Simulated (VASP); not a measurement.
Mg2As, 3 atoms in the cell. The structure is hexagonal, space group P6/mmm (No. 191). The conventional cell has a = 4.894 Å, b = 4.894 Å, c = 3.059 Å, α = 90.00°, β = 90.00°, γ = 120.00°. Within 3.7 Å of Mg (site symmetry -6m2) lie 5 Mg at 2.83 to 3.06 Å and 6 As at 3.21 Å. Within 4.0 Å of As (site symmetry 6/mmm) lie 2 As at 3.06 Å and 12 Mg at 3.21 Å. 

- Program: VASP 6.6.1
- Task: single point
- Functional: PBE
- Potentials or basis: VASP PAW PBE potentials, release 64 (Mg, As)
- Cutoff: 520 eV
- k mesh: 12 × 12 × 16
- Occupations: gaussian, width 0.1 eV
- Spin: no spin polarisation
- Dipole correction: no
- Further INCAR settings: ALGO = Normal; EDIFF = 1e-07; NBANDS = 12

Potentials or basis: VASP PAW PBE potentials, release 64 (Mg, As).

The run is started by

```console
$ cat potpaw_PBE.64/Mg/POTCAR potpaw_PBE.64/As/POTCAR > POTCAR
$ mpirun -np 1 vasp_std > vasp.out
```

Hardware: 1 thread of Intel(R) Xeon(R) 6975P-C (Granite Rapids) (shared host).

Problem. How long does it take, and how much memory?

Solution. Wall time 32 s on 1 thread of Intel(R) Xeon(R) 6975P-C (Granite Rapids), with other jobs on the host, peak memory 0.28 GiB. Counts: scf iterations 12, k points 171.
